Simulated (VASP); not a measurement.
Crystal: Rh.

```xyz
2
Lattice="0.0000 2.6100 2.6100 2.6100 0.0000 2.6100 2.6100 2.6100 0.0000" Properties=species:S:1:pos:R:3 pbc="T T T"
Rh    5.2200    5.2200    5.2200
Rh    1.3050    1.3050    1.3050
```

This isn't the form of Rh at room conditions, which is fcc.

* Program: VASP 6.6.1
* Task: relaxation of cell and atoms
* Functional: PBE
* Potentials or basis: VASP PAW PBE potentials, release 64 (Rh_pv)
* Cutoff: 500 eV
* k mesh: 7 × 7 × 7
* Occupations: gaussian, width 0.05 eV
* Spin: no spin polarisation

At the start: pressure 32.5 GPa; volume 17.78 Å³/atom.

Q: How do energy, volume and symmetry change on relaxing?

A: Over 5 steps the energy falls by 272.4 meV/atom and the volume is 20.94 Å³/atom (+17.8 %); space group Fd-3m (No. 227, to 0.1 Å) before and after.

The path:
```
step  energy change (eV)  largest force (eV/Å)  pressure (GPa)  volume (Å³)
   1              0.0000                0.0000           32.52        35.56
   2              0.7265                0.0000          -18.75        57.55
   3             -0.5397                0.0000           -2.18        42.60
   4             -0.5444                0.0000           -0.53        42.04
   5             -0.5447                0.0000            0.01        41.87
```

Final structure:
```
Rh
1.0
     0.00000    2.75611    2.75611
     2.75611    0.00000    2.75611
     2.75611    2.75611    0.00000
Rh
2
Direct
  0.00000 0.00000 0.00000
  0.25000 0.25000 0.25000
```

Caveat: the volume moved by over 15 % at a fixed basis, so the end points are rough.
